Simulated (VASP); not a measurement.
A run of VASP 6.6.1:

File INCAR:

```
ALGO = Normal ; EDIFF = 1E-6
ENCUT = 520 ; GGA = CA
ISIF = 2 ; ISMEAR = -1
LASPH = True ; LCHARG = True
LELF = True ; LREAL = False
LVHAR = True ; LWAVE = False
NBANDS = 19 ; NELM = 80
PREC = Accurate ; SIGMA = 0.05
```

File KPOINTS:

```
k-points
0
Gamma
  10 10 10
```

The input POSCAR:

```
TiO2
1.0
    1.4770945154      0.8528009160      6.8871876337
   -1.4770945154      0.8528009160      6.8871876337
    0.0000000000     -1.7056018321      6.8871876337
Ti O
1 2
Direct
    0.0000000000      0.0000000000      0.0000000000
    0.3795330000      0.3795330000      0.3795330000
    0.6204670000      0.6204670000      0.6204670000
```

Potentials or basis: VASP PAW LDA potentials, release 64 (Ti_sv, O).

Run with:

```bash
$ cat potpaw_LDA.64/Ti_sv/POTCAR potpaw_LDA.64/O/POTCAR > POTCAR
$ mpirun -np 1 vasp_std > vasp.out
```

Hardware: 1 thread of Intel(R) Xeon(R) Platinum 8259CL CPU @ 2.50GHz (Skylake/Cascade Lake) (shared host).

Q: Estimate the wall time of this run.

A: Run time: 11 min on 1 thread of Intel(R) Xeon(R) Platinum 8259CL CPU @ 2.50GHz (Skylake/Cascade Lake) (shared host), peak memory 0.37 GiB. Counts: scf iterations 16, k points 116.
